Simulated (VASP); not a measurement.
# AlN (P2_1) in VASP: a series of runs, part 2 of 3

VASP 6.6.1.

## (3) Single point, PBEsol (atoms displaced along several vibrational modes)

Contents of INCAR:

```
SYSTEM = AlN
PREC = Accurate ; ENCUT = 520
EDIFF = 1E-6 ; ISMEAR = 0
SIGMA = 0.05 ; LREAL = .False.
LASPH = .True. ; NELM = 80
ALGO = Normal ; ISIF = 2
LWAVE = .False. ; LCHARG = .True.
GGA = PS ; LELF = .True.
LVHAR = .True. ; NBANDS = 26
```

Contents of KPOINTS:

```
Automatic mesh
0
Gamma
  8 8 8
  0 0 0
```

Contents of POSCAR:

```
AlN
1.0
   -3.1135599857      0.0000000000      0.0000000000
    0.0000000000      5.3928440876      0.0000000000
    1.5567799928     -2.6964220438     -4.9833504711
Al N
4 4
Direct
    1.0162042230      0.3301719348      0.9984922856
    0.5162042230      0.8301719348      0.9984922856
    0.2322880626      0.9183203507      0.4984922856
    0.7322880626      0.4183203507      0.4984922856
    0.7931027197      0.1363940141      0.6165054891
    0.2931027197      0.6363940141      0.6165054891
    0.0734027694      0.7301114750      0.1165054891
    0.5734027694      0.2301114750      0.1165054891
```

Potentials or basis: VASP PAW PBE potentials, release 64 (Al, N).

Run with:

```sh
$ cat potpaw_PBE.64/Al/POTCAR potpaw_PBE.64/N/POTCAR > POTCAR
$ mpirun -np 1 vasp_std > vasp.out
```

OUTCAR:

```text
SYSTEM = AlN
   PREC = Accurate
   ENCUT = 520
   EDIFF = 1E-6
   ISMEAR = 0
   LREAL = .False.
   LASPH = .True.
   NELM = 80
   ISIF = 2
   GGA = PS

 ion  position               nearest neighbor table
   1  0.016  0.330  0.998-   8 1.87   8 1.88   5 1.91   7 1.93   3 3.01   4 3.01   3 3.09   4 3.09
                             2 3.11   2 3.11   2 3.11   2 3.11   4 3.12   3 3.12
   2  0.516  0.830  0.998-   7 1.87   7 1.88   6 1.91   8 1.93   4 3.01   3 3.01   4 3.09   3 3.09
                             1 3.11   1 3.11   1 3.11   1 3.11   3 3.12   4 3.12
   3  0.232  0.918  0.498-   5 1.87   5 1.88   7 1.91   6 1.93   1 3.01   2 3.01   1 3.09   2 3.09
                             4 3.11   4 3.11   4 3.11   4 3.11   2 3.12   1 3.12
   4  0.732  0.418  0.498-   6 1.87   6 1.88   8 1.91   5 1.93   2 3.01   1 3.01   2 3.09   1 3.09
                             3 3.11   3 3.11   3 3.11   3 3.11   1 3.12   2 3.12
   5  0.793  0.136  0.617-   3 1.87   3 1.88   1 1.91   4 1.93
   6  0.293  0.636  0.617-   4 1.87   4 1.88   2 1.91   3 1.93
   7  0.073  0.730  0.117-   2 1.87   2 1.88   3 1.91   1 1.93
   8  0.573  0.230  0.117-   1 1.87   1 1.88   4 1.91   2 1.93

  LATTYP: Found a body centered orthorhombic cell.
 ALAT       =     3.1135599857
 B/A-ratio  =     1.7320508076
 C/A-ratio  =     3.2010627667

  Lattice vectors:

 A1 = (  -1.5567799928,   2.6964220438,   4.9833504711)
 A2 = (   1.5567799929,  -2.6964220438,   4.9833504711)
 A3 = (   1.5567799928,   2.6964220438,  -4.9833504711)

Analysis of symmetry for initial positions (statically):
=====================================================================
 Subroutine PRICEL returns following result:

  LATTYP: Found a hexagonal cell.
 ALAT       =     3.1135599857
 C/A-ratio  =     1.6005313834

  Lattice vectors:

 A1 = (   3.1135599857,  -0.0000000000,   0.0000000000)
 A2 = (  -1.5567799929,  -2.6964220438,   0.0000000000)
 A3 = (  -0.0000000000,   0.0000000000,  -4.9833504711)

   2 primitive cells build up your supercell.

 Routine SETGRP: Setting up the symmetry group for a
 body centered orthorhombic supercell.

 Subroutine GETGRP returns: Found  2 space group operations
 (whereof  1 operations were pure point group operations)
 out of a pool of  8 trial point group operations.

The static configuration has the point symmetry C_1 .
 The point group associated with its full space group is C_2 .

Analysis of symmetry for dynamics (positions and initial velocities):
=====================================================================
 Subroutine PRICEL returns following result:

  LATTYP: Found a hexagonal cell.
 ALAT       =     3.1135599857
 C/A-ratio  =     1.6005313834

  Lattice vectors:

 A1 = (   3.1135599857,  -0.0000000000,   0.0000000000)
 A2 = (  -1.5567799929,  -2.6964220438,   0.0000000000)
 A3 = (  -0.0000000000,   0.0000000000,  -4.9833504711)

   2 primitive cells build up your supercell.

 Routine SETGRP: Setting up the symmetry group for a
 body centered orthorhombic supercell.

 Subroutine GETGRP returns: Found  2 space group operations
 (whereof  1 operations were pure point group operations)
 out of a pool of  8 trial point group operations.

[... 63 lines left out ...]
  0.125000  0.000000  0.000000      4.000000
  0.250000  0.000000  0.000000      4.000000
  0.375000  0.000000  0.000000      4.000000
  0.500000  0.000000  0.000000      2.000000
  0.000000  0.125000  0.000000      4.000000
[... 16 lines left out ...]
  0.125000 -0.250000 -0.125000      4.000000
  0.250000  0.250000  0.000000      4.000000
 [... further k-points ...]
   k-points           NKPTS =    150   k-points in BZ     NKDIM =    150   number of bands    NBANDS=     26
   number of dos      NEDOS =    301   number of ions     NIONS =      8
   total plane-waves  NPLWV =  46080
   dimension x,y,z NGX =    24 NGY =   40 NGZ =   48
   dimension x,y,z NGXF=    48 NGYF=   80 NGZF=   96
   ions per type =               4   4
   NGX,Y,Z   is equivalent  to a cutoff of  12.81, 12.33, 13.58 a.u.
   NGXF,Y,Z  is equivalent  to a cutoff of  25.63, 24.66, 27.16 a.u.
 SYSTEM =  AlN
   PREC   = accura    normal or accurate (medium, high low for compatibility)
   ISTART =      0    job   : 0-new  1-cont  2-samecut
   ICHARG =      2    charge: 1-file 2-atom 10-const
   ISPIN  =      1    spin polarized calculation?
   LNONCOLLINEAR =      F non collinear calculations
   LSORBIT =      F    spin-orbit coupling
   LASPH  =      T    aspherical Exc in radial PAW
   ENCUT  =  520.0 eV  38.22 Ry    6.18 a.u.   5.79 10.03 10.93*2*pi/ulx,y,z
   NELM   =     80;   NELMIN=  2; NELMDL= -5     # of ELM steps
   EDIFF  = 0.1E-05   stopping-criterion for ELM
   LREAL  =      F    real-space projection
   EDIFFG = 0.1E-04   stopping-criterion for IOM
   NSW    =      0    number of steps for IOM
   IBRION =     -1    ionic relax: 0-MD 1-quasi-New 2-CG
   NFREE  =      0    steps in history (QN), initial steepest desc. (CG)
   ISIF   =      2    stress and relaxation
   ISYM   =      2    0-nonsym 1-usesym 2-fastsym
   POTIM  = 0.5000    time-step for ionic-motion
   TEBEG  =    0.0;   TEEND  =   0.0 temperature during run
   PSTRESS=    0.0 pullay stress
   NELECT =      32.0000    total number of electrons
   NUPDOWN=      -1.0000    fix difference up-down
   EMIN   =  10.00;   EMAX   =-10.00  energy-range for DOS
   EFERMI =   0.00;   METHOD = LEGACY
   ISMEAR =     0;   SIGMA  =   0.05  broadening in eV -4-tet -1-fermi 0-gaus
   EFERMI_NEDOS =   21; number of points for ismear=-14 and -15
   IALGO  =     38    algorithm
   IMIX   =      4    mixing-type and parameters
     AMIX     =   0.40;   BMIX     =  1.00
     AMIX_MAG =   1.60;   BMIX_MAG =  1.00
  volume/ion in A,a.u.               =      10.46        70.58
  Fermi-wavevector in a.u.,A,eV,Ry     =   1.188300  2.245561 19.212190  1.412056
  Thomas-Fermi vector in A             =   2.324432
   LORBIT       =      0    0 simple, 1 ext, 2 COOP (PROOUT), +10 PAW based schemes
   GGA     = PS    functional components
   LHFCALC =     F    Hartree Fock is set to
   AEXX    =    0.0000 exact exchange contribution
   IVDW    =     0    specifies the selected vdW correction
   LEPSILON=     F    determine dielectric tensor
   LRPA    =     F    only Hartree local field effects (RPA)
 non-spin polarized calculation
 Gauss-broadening in eV      SIGMA  =   0.05
  energy-cutoff  :      520.00
  volume of cell :       83.68
 maximum number of plane-waves:      2272
   NGX = 11   NGY = 21   NGZ = 21

 number of electron      31.9999999 magnetization

 Free energy of the ion-electron system (eV)
  ---------------------------------------------------
  ext. energy  EPLUGINS =         0.00000000
  ---------------------------------------------------
  free energy    TOTEN  =       -62.53357670 eV

  energy without entropy =      -62.53357670  energy(sigma->0) =      -62.53357670

 E-fermi :   6.3375     XC(G=0): -11.1013

 val. band max:        6.0733591473   @ k =   0.0000   0.0000   0.0000
 cond. band min:      10.1474571203   @ k =   0.0000   0.0000   0.0000
 fundamental gap:      4.0740979730
 Fermi energy:         6.3375190361

 k-point     1 :       0.0000    0.0000    0.0000
  band No.  band energies     occupation
      1      -9.1086      2.00000
      2      -6.9267      2.00000
      3      -6.7416      2.00000
      4      -6.7416      2.00000
      5       0.0043      2.00000
      6       0.4638      2.00000
[... 685 lines left out ...]
     25      16.9197      0.00000
     26      17.2434      0.00000

 [... further k-points ...]

------------------------ aborting loop because EDIFF is reached ----------------------------------------

  FORCE on cell =-STRESS in cart. coord.  units (eV):
  Direction    XX          YY          ZZ          XY          YZ          ZX
  --------------------------------------------------------------------------------------
  -------------------------------------------------------------------------------------
  Total        1.6131197     -1.4591022      0.0350056     -0.0464233      0.0000000      0.0000000
  in kB       30.8873504    -27.9382856      0.6702726     -0.8888937      0.0000000      0.0000000
  external PRESSURE =       1.2064458 kB  Pullay stress =       0.0000000 kB

 VOLUME and BASIS-vectors are now :
 -----------------------------------------------------------------------------
  energy-cutoff  :      520.00
  volume of cell :       83.68
      direct lattice vectors                 reciprocal lattice vectors
    -3.113559986  0.000000000  0.000000000    -0.321175762  0.000000000 -0.100334103
     0.000000000  5.392844088  0.000000000     0.000000000  0.185430912 -0.100334103
     1.556779993 -2.696422044 -4.983350471     0.000000000  0.000000000 -0.200668206

 POSITION                                       TOTAL-FORCE (eV/Angst)
 -----------------------------------------------------------------------------------
      1.50398     -0.91179     -4.97584         0.304602      0.524140      0.044173
     -0.05280      1.78463     -4.97584         0.304602      0.524140      0.044173
      0.05280      3.60821     -2.48416        -0.304602     -0.524140      0.044173
     -1.50398      0.91179     -2.48416        -0.304602     -0.524140      0.044173
     -1.50961     -0.92681     -3.07226        -0.132360      0.579846     -0.044173
      0.04717      1.76961     -3.07226        -0.132360      0.579846     -0.044173
     -0.04717      3.62323     -0.58059         0.132360     -0.579846     -0.044173
     -1.60395      0.92681     -0.58059         0.132360     -0.579846     -0.044173
 -----------------------------------------------------------------------------------
    total drift:                                0.000009     -0.000011      0.000896

  FREE ENERGIE OF THE ION-ELECTRON SYSTEM (eV)
  ---------------------------------------------------
  free  energy   TOTEN  =       -62.5335766964 eV

  energy  without entropy=      -62.5335766964  energy(sigma->0) =      -62.53357670
```

Wall time 88 s (1 thread of Intel Xeon 6975P-C (Granite Rapids), shared host); peak memory 0.37 GiB.

What came out:

```
Free energy            : -62.5336 eV
Pressure               : 0.1 GPa
Largest force          : 0.608 eV/Å
Band gap on the k mesh : 4.07 eV
```

Forces in eV/Å, atoms in the order of the input:
```
Al   0.305  0.524  0.044
Al   0.305  0.524  0.044
Al  -0.305 -0.524  0.044
Al  -0.305 -0.524  0.044
N   -0.132  0.580 -0.044
N   -0.132  0.580 -0.044
N    0.132 -0.580 -0.044
N    0.132 -0.580 -0.044
```

Caveat: the cell differs from its parent crystal (atoms displaced along several vibrational modes); the stress differs along the axes, from -3 to 3 GPa; the PAW data sets were made with another functional, which shifts forces and pressure a little. A k mesh can miss the band edges.

## (4) Single point, PBEsol (atoms displaced along several vibrational modes)

Contents of INCAR:

```
ALGO     = Normal         # electronic algorithm
EDIFF    = 1E-6           # SCF threshold, eV
ENCUT    = 520            # plane-wave cutoff, eV
GGA      = PS             # functional
ISIF     = 2              # what is computed and relaxed
ISMEAR   = 0              # smearing method
LASPH    = T              # aspherical terms in the spheres
LCHARG   = T              # write CHGCAR
LELF     = T              # ELF
LREAL    = F              # projectors in reciprocal space
LVHAR    = T            
LWAVE    = F              # write WAVECAR
NBANDS   = 26             # bands
NELM     = 100            # most SCF steps
PREC     = Accurate       # precision mode
SIGMA    = 0.05           # smearing width, eV
```

Contents of KPOINTS:

```
k-points
0
Gamma
  8 8 8
```

Contents of POSCAR:

```
AlN
1.0
   -3.1135599857      0.0000000000      0.0000000000
    0.0000000000      5.3928440876      0.0000000000
    1.5567799928     -2.6964220438     -4.9833504711
Al N
4 4
Direct
    1.0105473253      0.3385941251      0.9984838769
    0.5105473253      0.8385941251      0.9984838769
    0.2379365517      0.9098897518      0.4984838769
    0.7379365517      0.4098897518      0.4984838769
    0.7981608267      0.1545743361      0.6165216865
    0.2981608267      0.6545743361      0.6165216865
    0.0683608598      0.7119473504      0.1165216865
    0.5683608598      0.2119473504      0.1165216865
```

Run with:

```sh
$ cat potpaw_PBE.64/Al/POTCAR potpaw_PBE.64/N/POTCAR > POTCAR
$ mpirun -np 1 vasp_std > vasp.out
```

Run time: 98 s. Hardware: 1 thread of Intel Xeon 6975P-C (Granite Rapids), shared host; peak memory 0.37 GiB.

It converged, with:

```
Free energy            : -62.2589 eV
Pressure               : 1.7 GPa
Largest force          : 1.878 eV/Å
Band gap on the k mesh : 4.07 eV
```

Forces in eV/Å, atoms in the order of the input:
```
Al   0.172 -1.680  0.192
Al   0.172 -1.680  0.192
Al  -0.172  1.680  0.192
Al  -0.172  1.680  0.192
N   -0.093 -1.865 -0.192
N   -0.093 -1.865 -0.192
N    0.093  1.865 -0.192
N    0.093  1.865 -0.192
```

Stress tensor (GPa, compression positive):
```
-6.88 -0.26  0.00
-0.26 11.14  0.00
 0.00  0.00  0.74
```

Levels at points of the mesh, in eV from the valence-band top:
```tsv
k point	band 13	band 14	band 15	band 16	band 17	band 18	band 19	band 20
(0.00, 0.00, 0.00)	-0.63	-0.38	-0.13	0.00	4.07	4.94	4.94	6.51
(0.50, 0.00, 0.00)	-2.26	-2.26	-0.82	-0.82	5.86	5.86	7.21	7.21
(0.00, 0.50, 0.00)	-0.67	-0.67	-0.46	-0.46	5.75	5.75	7.24	7.24
(0.50, 0.50, 0.00)	-1.51	-1.38	-1.38	-0.79	5.18	5.21	5.21	5.78
(0.50, 0.50, 0.50)	-1.58	-1.51	-1.51	-0.86	5.33	5.33	5.58	5.73
(0.00, 0.00, 0.50)	-0.77	-0.55	-0.38	-0.38	5.49	6.19	6.30	6.30
```

Caveat: the cell differs from its parent crystal (atoms displaced along several vibrational modes); the stress differs along the axes, from -7 to 11 GPa; the PAW data sets were made with another functional, which shifts forces and pressure a little. A k mesh can miss the band edges.

(Part 2 of 3 ends here.)
